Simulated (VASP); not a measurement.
Here is a VASP 6.6.1 calculation.

INCAR

```
SYSTEM = Ir
PREC = Accurate
ENCUT = 500
EDIFF = 1E-7
ISMEAR = -1
SIGMA = 0.1
LREAL = .FALSE.
LASPH = .TRUE.
NELM = 120
ALGO = Normal
ISIF = 3
LWAVE = .FALSE.
LCHARG = .FALSE.
GGA = CA
IBRION = 2
NSW = 80
EDIFFG = -0.01
GGA_COMPAT = .FALSE.
NELMIN = 4
```

The input KPOINTS:

```
regular mesh
0
G
  13 13 4
  0 0 0
```

Contents of POSCAR:

```
Ir
1.0
    2.7148619862      0.0000000000      0.0000000000
   -1.3574309931      2.3511394478      0.0000000000
    0.0000000000      0.0000000000      8.8667392469
Ir
4
Direct
    0.0000000000      0.0000000000      0.0000000000
    0.0000000000      0.0000000000      0.5000000000
    0.3333333333      0.6666666667      0.2500000000
    0.6666666667      0.3333333333      0.7500000000
```

Potentials or basis: VASP PAW LDA potentials, release 64 (Ir).

The run is started by

```bash
$ cat potpaw_LDA.64/Ir/POTCAR > POTCAR
$ mpirun -np 1 vasp_std > vasp.out
```

Task: Predict the relaxed volume.

Result: 13.96 Å³/atom.

Task: Predict the space group after relaxing (to 0.05 Å).

Result: P6_3/mmc (No. 194).

Task: Predict the relaxed cell.

Result: a = 2.703 Å, b = 2.703 Å, c = 8.828 Å, α = 90.00°, β = 90.00°, γ = 120.00°.

Stress tensor (GPa, compression positive):
```
-0.05  0.00  0.00
 0.00 -0.05  0.00
 0.00  0.00  0.05
```
